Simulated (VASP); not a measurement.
**Ge: relaxation of cell and atoms with RPBE+D3(BJ)**

The system is Ge.

```xyz
2
Lattice="0.0000 2.8289 2.8289 2.8289 0.0000 2.8289 2.8289 2.8289 0.0000" Properties=species:S:1:pos:R:3 pbc="T T T"
Ge    4.2434    4.2434    4.2434
Ge    2.8289    2.8289    2.8289
```

```yaml
Program: VASP 6.6.1
Task: relaxation of cell and atoms
Functional: RPBE
Dispersion: D3(BJ)
Potentials_or_basis: VASP PAW PBE potentials, release 64 (Ge_d)
Cutoff: 600 eV
k_mesh: 8 × 8 × 8
Occupations: fermi-dirac, width 0.05 eV
Spin: no spin polarisation
Dipole_correction: no
Further_INCAR_settings: ALGO = Normal; EDIFF = 1e-06; IBRION = 2; EDIFFG = -0.005; NSW = 80; ISIF = 3
```

```json
{
 "Relaxed volume": "21.19 Å³/atom",
 "Relaxed cell": "a = 3.914 Å, b = 3.914 Å, c = 3.914 Å, α = 60.00°, β = 60.00°, γ = 60.00°",
 "Space group after relaxing (to 0.05 Å)": "Fd-3m (No. 227)",
 "Energy gained by relaxing": "21.8 meV/atom",
 "Ionic steps": "15",
 "Pressure after relaxing": "0.0 GPa",
 "Band gap on the k mesh": "0.48 eV, indirect (least direct gap 0.77 eV)",
 "Dispersion energy per atom": "-1.362 eV"
}
```

Step by step:
| step | energy change (eV) | largest force (eV/Å) | pressure (GPa) | volume (Å³) |
| --- | --- | --- | --- | --- |
| 1 | 0.0000 | 0.0000 | -4.42 | 45.28 |
| 2 | -0.0376 | 0.0000 | 2.11 | 41.31 |
| 3 | -0.0436 | 0.0000 | 0.34 | 42.32 |
| 4 | -0.0434 | 0.0000 | -0.36 | 42.52 |
| 5 | -0.0436 | 0.0000 | -0.20 | 42.42 |
| 6 | -0.0436 | 0.0000 | -0.13 | 42.41 |
| 7 | -0.0436 | 0.0000 | -0.28 | 42.40 |
| 8 | -0.0436 | 0.0000 | -0.16 | 42.40 |
| 9 | -0.0436 | 0.0000 | -0.16 | 42.40 |
| 10 | -0.0436 | 0.0000 | -0.17 | 42.40 |
| 11 | -0.0436 | 0.0000 | -0.18 | 42.40 |
| 12 | -0.0436 | 0.0000 | -0.04 | 42.39 |
| 13 | -0.0436 | 0.0000 | -0.13 | 42.39 |
| 14 | -0.0436 | 0.0000 | -0.18 | 42.39 |
| 15 | -0.0436 | 0.0000 | 0.01 | 42.39 |

Final structure:
```
CELL_PARAMETERS angstrom
0.00000 2.76735 2.76735
2.76735 0.00000 2.76735
2.76735 2.76735 0.00000
ATOMIC_POSITIONS crystal
Ge 0.75000 0.75000 0.75000
Ge 0.50000 0.50000 0.50000
```

Levels at points of the mesh, in eV from the valence-band top:
| k point | band 11 | band 12 | band 13 | band 14 | band 15 | band 16 | band 17 | band 18 |
| --- | --- | --- | --- | --- | --- | --- | --- | --- |
| (0.00, 0.00, 0.00) | -13.27 | 0.00 | 0.00 | 0.00 | 0.77 | 2.59 | 2.59 | 2.59 |
| (0.50, 0.00, 0.00) | -11.01 | -7.89 | -1.51 | -1.51 | 0.48 | 3.79 | 3.79 | 7.29 |
| (0.50, 0.50, 0.00) | -9.12 | -9.12 | -3.31 | -3.31 | 0.73 | 0.73 | 10.12 | 10.12 |

It took 4.6 min on 1 thread of AMD EPYC 7R13 (shared host), peak memory 0.17 GiB.

The cell as given is a measured one (22.64 Å³/atom); RPBE+D3(BJ) puts the equilibrium volume -6.4 % from it, thermal expansion not counted.

Caveat: the PAW data sets were made with another functional, which shifts forces and pressure a little.
